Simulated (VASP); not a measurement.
Crystal: Ru.

```xyz
1
Lattice="-1.5161 1.5161 1.5161 1.5161 -1.5161 1.5161 1.5161 1.5161 -1.5161" Properties=species:S:1:pos:R:3 pbc="T T T"
Ru    0.0000    0.0000    0.0000
```

This isn't the form of Ru at room conditions, which is hcp.

| Item | Value |
| --- | --- |
| Program | VASP 6.6.1 |
| Task | relaxation of cell and atoms |
| Functional | PBE |
| Potentials or basis | VASP PAW PBE potentials, release 64 (Ru_pv) |
| Cutoff | 600 eV |
| k mesh | 20 × 20 × 20 |
| Occupations | gaussian, width 0.1 eV |
| Spin | no spin polarisation |

At the start: pressure 6.1 GPa; volume 13.94 Å³/atom.

Where does the relaxation end?

Over 3 steps the energy falls by 5.3 meV/atom and the volume is 14.23 Å³/atom (+2.1 %); space group Im-3m (No. 229, to 0.1 Å) before and after.

The path:
| step | energy change (eV) | largest force (eV/Å) | pressure (GPa) | volume (Å³) |
| --- | --- | --- | --- | --- |
| 1 | 0.0000 | 0.0000 | 6.08 | 13.94 |
| 2 | 0.0310 | 0.0000 | -13.65 | 15.03 |
| 3 | -0.0053 | 0.0000 | -0.11 | 14.23 |

Final structure:
```
CELL_PARAMETERS angstrom
-1.52668 1.52668 1.52668
1.52668 -1.52668 1.52668
1.52668 1.52668 -1.52668
ATOMIC_POSITIONS crystal
Ru 0.00000 0.00000 0.00000
```
